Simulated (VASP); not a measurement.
# Si2Mo (I4/mmm) in VASP: vibrations by perturbation theory with PBE

Aim: the vibrations by perturbation theory of Si2Mo with PBE.

All numbers are computed with VASP 6.6.1; they aren't measurements. Logs are shortened: lines on timing, memory, paths and dates and some standing lists are left out, and cuts for length are marked.

## 1. The cell of the first run

The structure is tetragonal, space group I4/mmm (No. 139). Conventional cell: a = 3.200 Å, b = 3.200 Å, c = 7.861 Å, α = 90.00°, β = 90.00°, γ = 90.00°. Within 3.4 Å of Si (site symmetry 4mm) lie 9 Si at 2.59 to 3.20 Å and 5 Mo at 2.61 to 2.63 Å. Mo (site symmetry 4/mmm) has 10 Si at 2.61 to 2.63 Å and 4 Mo at 3.20 Å within 3.4 Å.

## 2. Vibrations by perturbation theory, PBE

INCAR reads:

```
SYSTEM = Si2Mo
PREC = Accurate
ENCUT = 520
EDIFF = 1E-8
ISMEAR = 1
SIGMA = 0.2
LREAL = .False.
LASPH = .True.
NELM = 80
ALGO = Normal
ISIF = 2
LWAVE = .False.
LCHARG = .False.
GGA = PE
NBANDS = 18
IBRION = 8
NSW = 1
```

KPOINTS reads:

```
Automatic mesh
0
Gamma
  8 8 8
  0 0 0
```

POSCAR reads:

```
Si2Mo
1.0
   -1.6000000000      1.6000000000      3.9305000000
    1.6000000000     -1.6000000000      3.9305000000
    1.6000000000      1.6000000000     -3.9305000000
Si Mo
2 1
Direct
    0.3349538823      0.3349538823      0.0000000000
    0.6650461177      0.6650461177      0.0000000000
    0.0000000000      0.0000000000      0.0000000000
```

Potentials or basis: VASP PAW PBE potentials, release 64 (Si, Mo_sv).

Run with:

```bash
$ cat potpaw_PBE.64/Si/POTCAR potpaw_PBE.64/Mo_sv/POTCAR > POTCAR
$ mpirun -np 1 vasp_std > vasp.out
```

OUTCAR:

```text
SYSTEM = Si2Mo
   PREC = Accurate
   ENCUT = 520
   EDIFF = 1E-8
   ISMEAR = 1
   LREAL = .False.
   LASPH = .True.
   NELM = 80
   ISIF = 2
   GGA = PE
   IBRION = 8
   NSW = 1

 ion  position               nearest neighbor table
   1  0.335  0.335  0.000-   2 2.59   3 2.61   3 2.61   3 2.61   3 2.61   2 2.63   2 2.63   2 2.63
                             2 2.63   3 2.63
   2  0.665  0.665  0.000-   1 2.59   3 2.61   3 2.61   3 2.61   3 2.61   1 2.63   1 2.63   1 2.63
                             1 2.63   3 2.63
   3  0.000  0.000  0.000-   2 2.61   2 2.61   2 2.61   1 2.61   2 2.61   1 2.61   1 2.61   1 2.61
                             1 2.63   2 2.63

  LATTYP: Found a body centered tetragonal cell.
 ALAT       =     3.2000000000
 C/A-ratio  =     2.4565625000

  Lattice vectors:

 A1 = (  -1.6000000000,   1.6000000000,   3.9305000000)
 A2 = (   1.6000000000,  -1.6000000000,   3.9305000000)
 A3 = (   1.6000000000,   1.6000000000,  -3.9305000000)

Analysis of symmetry for initial positions (statically):
=====================================================================
 Subroutine PRICEL returns:
 Original cell was already a primitive cell.

 Routine SETGRP: Setting up the symmetry group for a
 body centered tetragonal supercell.

 Subroutine GETGRP returns: Found 16 space group operations
 (whereof 16 operations were pure point group operations)
 out of a pool of 16 trial point group operations.

The static configuration has the point symmetry D_4h.

Analysis of symmetry for dynamics (positions and initial velocities):
=====================================================================
 Subroutine PRICEL returns:
 Original cell was already a primitive cell.

 Routine SETGRP: Setting up the symmetry group for a
 body centered tetragonal supercell.

 Subroutine GETGRP returns: Found 16 space group operations
 (whereof 16 operations were pure point group operations)
 out of a pool of 16 trial point group operations.

The dynamic configuration has the point symmetry D_4h.

 Subroutine INISYM returns: Found 16 space group operations
 (whereof 16 operations are pure point group operations),
 and found     1 'primitive' translations

----------------------------------------------------------------------------------------

                                     Primitive cell

  volume of cell :      40.2483

  direct lattice vectors                    reciprocal lattice vectors
    -1.600000000  1.600000000  3.930500000     0.000000000  0.312500000  0.127210279
     1.600000000 -1.600000000  3.930500000     0.312500000  0.000000000  0.127210279
     1.600000000  1.600000000 -3.930500000     0.312500000  0.312500000  0.000000000

  length of vectors
     4.535287229  4.535287229  4.535287229     0.337399918  0.337399918  0.441941738

  position of ions in fractional coordinates (direct lattice)
     0.334953882  0.334953882  0.000000000
     0.665046118  0.665046118  0.000000000
     0.000000000  0.000000000  0.000000000

  ion indices of the primitive-cell ions
   primitive index   ion index
                 1           1
                 2           2
                 3           3

----------------------------------------------------------------------------------------

 KPOINTS: Automatic mesh

Automatic generation of k-mesh.
 Grid dimensions read from file:
 generate k-points for:    8    8    8

 Generating k-lattice:

  Cartesian coordinates                     Fractional coordinates (reciprocal lattice)
     0.000000000  0.039062500  0.015901285     0.125000000  0.000000000 -0.000000000
     0.039062500  0.000000000  0.015901285     0.000000000  0.125000000 -0.000000000
     0.039062500  0.039062500  0.000000000     0.000000000  0.000000000  0.125000000

  Length of vectors
     0.042174990  0.042174990  0.055242717

  Shift w.r.t. Gamma in fractional coordinates (k-lattice)
     0.000000000  0.000000000  0.000000000

 Subroutine IBZKPT returns following result:
 ===========================================

 Found     59 irreducible k-points:
[... 47 lines left out ...]
   LREAL  =      F    real-space projection
   EDIFFG = 0.1E-06   stopping-criterion for IOM
   NSW    =      1    number of steps for IOM
   IBRION =      8    ionic relax: 0-MD 1-quasi-New 2-CG
   NFREE  =      0    steps in history (QN), initial steepest desc. (CG)
   ISIF   =      2    stress and relaxation
   ISYM   =      2    0-nonsym 1-usesym 2-fastsym
   POTIM  = 0.5000    time-step for ionic-motion
   TEBEG  =    0.0;   TEEND  =   0.0 temperature during run
   PSTRESS=    0.0 pullay stress
   NELECT =      22.0000    total number of electrons
   NUPDOWN=      -1.0000    fix difference up-down
   EMIN   =  10.00;   EMAX   =-10.00  energy-range for DOS
   EFERMI =   0.00;   METHOD = LEGACY
   ISMEAR =     1;   SIGMA  =   0.20  broadening in eV -4-tet -1-fermi 0-gaus
   EFERMI_NEDOS =   21; number of points for ismear=-14 and -15
   IALGO  =     38    algorithm
   IMIX   =      4    mixing-type and parameters
     AMIX     =   0.40;   BMIX     =  1.00
     AMIX_MAG =   1.60;   BMIX_MAG =  1.00
  volume/ion in A,a.u.               =      13.42        90.54
  Fermi-wavevector in a.u.,A,eV,Ry     =   1.338546  2.529484 24.377614  1.791704
  Thomas-Fermi vector in A             =   2.467007
   LORBIT       =      0    0 simple, 1 ext, 2 COOP (PROOUT), +10 PAW based schemes
   GGA     = PE    functional components
   LHFCALC =     F    Hartree Fock is set to
   AEXX    =    0.0000 exact exchange contribution
   IVDW    =     0    specifies the selected vdW correction
   LEPSILON=     F    determine dielectric tensor
   LRPA    =     F    only Hartree local field effects (RPA)
 non-spin polarized calculation
 Methfessel and Paxton  Order N= 1 SIGMA  =   0.20
  energy-cutoff  :      520.00
  volume of cell :       40.25
 maximum number of plane-waves:      1108
 NGX is ok and might be reduce to    36
   NGX = 17   NGY = 17   NGZ = 17

--------------------------------------- Ionic step        1  -------------------------------------------

 number of electron      22.0000000 magnetization

 Free energy of the ion-electron system (eV)
  ---------------------------------------------------
  ext. energy  EPLUGINS =         0.00000000
  ---------------------------------------------------
  free energy    TOTEN  =       -23.25929189 eV

  energy without entropy =      -23.26120891  energy(sigma->0) =      -23.25993089

 E-fermi :  12.1440     XC(G=0): -12.4265

 val. band max:       11.9893997488   @ k =   0.5000   0.5000   0.3750
 cond. band min:      12.2471369291   @ k =  -0.3750   0.5000   0.3750
 fundamental gap:      0.2577371804
 Fermi energy:        12.1440496414

 k-point     1 :       0.0000    0.0000    0.0000
  band No.  band energies     occupation
      1     -48.4589      2.00000
      2     -22.6166      2.00000
      3     -22.5304      2.00000
      4     -22.5304      2.00000
      5      -1.1672      2.00000
      6       5.8700      2.00000
[... 481 lines left out ...]
      5       2.9902      2.00000
      6       3.5721      2.00000
[... 10 lines left out ...]
     17      19.0249      0.00000
     18      20.6298      0.00000

 [... further k-points ...]

------------------------ aborting loop because EDIFF is reached ----------------------------------------

  FORCE on cell =-STRESS in cart. coord.  units (eV):
  Direction    XX          YY          ZZ          XY          YZ          ZX
  --------------------------------------------------------------------------------------
  -------------------------------------------------------------------------------------
  Total        0.7765992      0.7765992      0.4125856      0.0000000      0.0000000     -0.0000000
  in kB       30.9143254     30.9143254     16.4239238      0.0000000      0.0000000     -0.0000000
  external PRESSURE =      26.0841915 kB  Pullay stress =       0.0000000 kB

 VOLUME and BASIS-vectors are now :
 -----------------------------------------------------------------------------
  energy-cutoff  :      520.00
  volume of cell :       40.25
      direct lattice vectors                 reciprocal lattice vectors
    -1.600000000  1.600000000  3.930500000     0.000000000  0.312500000  0.127210279
     1.600000000 -1.600000000  3.930500000     0.312500000  0.000000000  0.127210279
     1.600000000  1.600000000 -3.930500000     0.312500000  0.312500000  0.000000000

 POSITION                                       TOTAL-FORCE (eV/Angst)
 -----------------------------------------------------------------------------------
      0.00000      0.00000      2.63307        -0.000000     -0.000000      0.022622
      0.00000      0.00000      5.22793         0.000000      0.000000     -0.022622
      0.00000      0.00000      0.00000        -0.000000     -0.000000      0.000000
 -----------------------------------------------------------------------------------
    total drift:                               -0.000000      0.000000     -0.000000

  FREE ENERGIE OF THE ION-ELECTRON SYSTEM (eV)
  ---------------------------------------------------
  free  energy   TOTEN  =       -23.2592918850 eV

  energy  without entropy=      -23.2612089080  energy(sigma->0) =      -23.25993089

[... ionic steps 2 to 9 ...]

--------------------------------------- Ionic step       10  -------------------------------------------

------------------------ aborting loop because EDIFF is reached ----------------------------------------

[... ionic steps 11 to 11 ...]

--------------------------------------- Ionic step       12  -------------------------------------------

 Free energy of the ion-electron system (eV)
  ---------------------------------------------------
  ---------------------------------------------------
  free energy    TOTEN  =        -0.62336375 eV

  energy without entropy =       -0.62336375

------------------------ aborting loop because EDIFF is reached ----------------------------------------

 INTERNAL STRAIN TENSOR  FOR ION    3  DIRECTION 3   (eV/Angst):
 -----------------------------------------------------------------------------
     0.00297  0.00000  0.00000
     0.00000  0.00297  0.00000
    -0.00000 -0.00000  0.00457

 INTERNAL STRAIN TENSOR FOR ION    3 for displacements in x,y,z  (eV/Angst):
          X           Y           Z          XY          YZ          ZX
  --------------------------------------------------------------------------------
  x     0.00000     0.00000     0.00000     0.00000     0.00000     0.00000
  y     0.00000     0.00000     0.00000     0.00000     0.00000     0.00000
  z     0.00000     0.00000     0.00000     0.00000     0.00000     0.00000

 SECOND DERIVATIVES (NOT SYMMETRIZED)
 ------------------------------------
               1X          1Y          1Z          2X          2Y          2Z          3X          3Y          3Z
  1X    -8.038234    0.000000    0.000000    3.131190    0.000000    0.000000    4.907044   -0.000000    0.000000
  1Y     0.000000   -8.038234    0.000000   -0.000000    3.131190   -0.000000    0.000000    4.907044    0.000000
  1Z     0.000000    0.000000  -12.848999    0.000000    0.000000    6.369019    0.000000    0.000000    6.479979
  2X     3.131190    0.000000    0.000000   -8.038234    0.000000    0.000000    4.907044   -0.000000    0.000000
  2Y    -0.000000    3.131190   -0.000000    0.000000   -8.038234    0.000000    0.000000    4.907044    0.000000
  2Z     0.000000    0.000000    6.369019    0.000000    0.000000  -12.848999    0.000000    0.000000    6.479979
  3X     4.910866    0.000000    0.000000    4.910866    0.000000    0.000000   -9.821732    0.000000    0.000000
  3Y     0.000000    4.910866    0.000000    0.000000    4.910866    0.000000    0.000000   -9.821732    0.000000
  3Z     0.000000    0.000000    6.479827    0.000000    0.000000    6.479827    0.000000    0.000000  -12.959653

 Eigenvectors and eigenvalues of the dynamical matrix
 ----------------------------------------------------

   1 f  =   12.932063 THz    81.254548 2PiTHz  431.367186 cm-1    53.482691 meV
             X         Y         Z           dx          dy          dz
      0.000000  0.000000  2.633072     0.000000    0.000000   -0.707107
      0.000000  0.000000  5.227928     0.000000    0.000000    0.707107
      0.000000  0.000000  0.000000     0.000000   -0.000000   -0.000000
[... 43 lines left out ...]
   9 f/i=    0.001546 THz     0.009716 2PiTHz    0.051581 cm-1     0.006395 meV
             X         Y         Z           dx          dy          dz
      0.000000  0.000000  2.633072     0.096071   -0.418924   -0.000000
      0.000000  0.000000  5.227928     0.096071   -0.418924   -0.000000
      0.000000  0.000000  0.000000     0.177495   -0.773978   -0.000000

--------------------------------------------------------------------------------------------------------

 ELASTIC MODULI CONTR FROM IONIC RELAXATION (kBar)
 Direction    XX          YY          ZZ          XY          YZ          ZX
 --------------------------------------------------------------------------------
 XX         -12.9100    -12.9100    -25.0242      0.0000     -0.0000     -0.0000
 YY         -12.9100    -12.9100    -25.0242      0.0000     -0.0000     -0.0000
 ZZ         -25.0242    -25.0242    -48.5061      0.0000     -0.0000     -0.0000
 XY           0.0000      0.0000      0.0000      0.0000      0.0000      0.0000
 YZ          -0.0000     -0.0000     -0.0000      0.0000    -32.7293      0.0000
 ZX          -0.0000     -0.0000     -0.0000      0.0000      0.0000    -14.9288
 --------------------------------------------------------------------------------
```

Wall time 16 min (1 thread of Intel Xeon 8259CL, shared host); peak memory 0.41 GiB.

Results:

| Item | Value |
| --- | --- |
| Highest phonon frequency at Γ | 431 cm⁻¹ |

Phonon frequencies in cm⁻¹ (negative: imaginary):
| q point | frequencies |
| --- | --- |
| (0.000, 0.000, 0.000) | 0 0 0 275 275 315 329 329 431 |

Caveat: the cell stands under pressure or tension, which shifts response properties.
